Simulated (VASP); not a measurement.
**MgO (d3): relaxation of cell and atoms with PBE+D3(BJ)**

Crystal: MgO (d3).

```xyz
2
Lattice="0.0000 2.0264 2.0264 2.0264 0.0000 2.0264 2.0264 2.0264 0.0000" Properties=species:S:1:pos:R:3 pbc="T T T"
Mg    0.0000    0.0000    0.0000
O     2.0264    2.0264    2.0264
```

```json
{
 "Program": "VASP 6.6.1",
 "Task": "relaxation of cell and atoms",
 "Functional": "PBE",
 "Dispersion": "D3(BJ)",
 "Potentials or basis": "VASP PAW PBE potentials, release 64 (Mg, O)",
 "Cutoff": "600 eV",
 "k mesh": "10 × 10 × 10",
 "Occupations": "gaussian, width 0.02 eV",
 "Spin": "no spin polarisation",
 "Target pressure": "22.6 GPa",
 "Dipole correction": "no",
 "Further INCAR settings": "ALGO = Normal; EDIFF = 1e-07; IBRION = 2; EDIFFG = -0.002; NSW = 100; ISIF = 3"
}
```

```yaml
Relaxed_volume: 8.29 Å³/atom
Relaxed_cell: a = 2.862 Å, b = 2.862 Å, c = 2.862 Å, α = 60.00°, β = 60.00°, γ = 60.00°
Space_group_after_relaxing_to_0.05_Å: Fm-3m (No. 225)
Energy_change_on_relaxing_the_enthalpy_is_what_falls: +4.2 meV/atom
Ionic_steps: 3
Pressure_after_relaxing: 22.6 GPa
Band_gap_on_the_k_mesh: 5.98 eV, direct
Dispersion_energy_per_atom: -0.332 eV
```

Step by step:
```
step  energy change (eV)  largest force (eV/Å)  pressure (GPa)  volume (Å³)
   1              0.0000                0.0000           21.69        16.64
   2              0.0159                0.0000           23.41        16.53
   3              0.0084                0.0000           22.61        16.58
```

Final structure:
```yaml
crystal:
  lattice:
    - [0.00000, 2.02390, 2.02390]
    - [2.02390, 0.00000, 2.02390]
    - [2.02390, 2.02390, 0.00000]
  atoms:
    - { symbol: Mg, position: [0.00000, 0.00000, 0.00000] }
    - { symbol: O, position: [0.50000, 0.50000, 0.50000] }
```

Levels at points of the mesh, in eV from the valence-band top:
```tsv
k point	band 2	band 3	band 4	band 5	band 6	band 7
(0.00, 0.00, 0.00)	0.00	0.00	0.00	5.98	16.47	16.47
(0.50, 0.00, 0.00)	-5.17	-0.80	-0.80	8.68	14.00	17.58
(0.50, 0.50, 0.00)	-4.59	-1.52	-1.52	9.24	11.34	14.43
```

It took 24 s on 1 thread of AMD EPYC 7R43 64-Core Processor (Zen 3) (shared host), peak memory 0.12 GiB.

Caveat: the cell is relaxed towards a set pressure, so the enthalpy falls and the energy may rise.
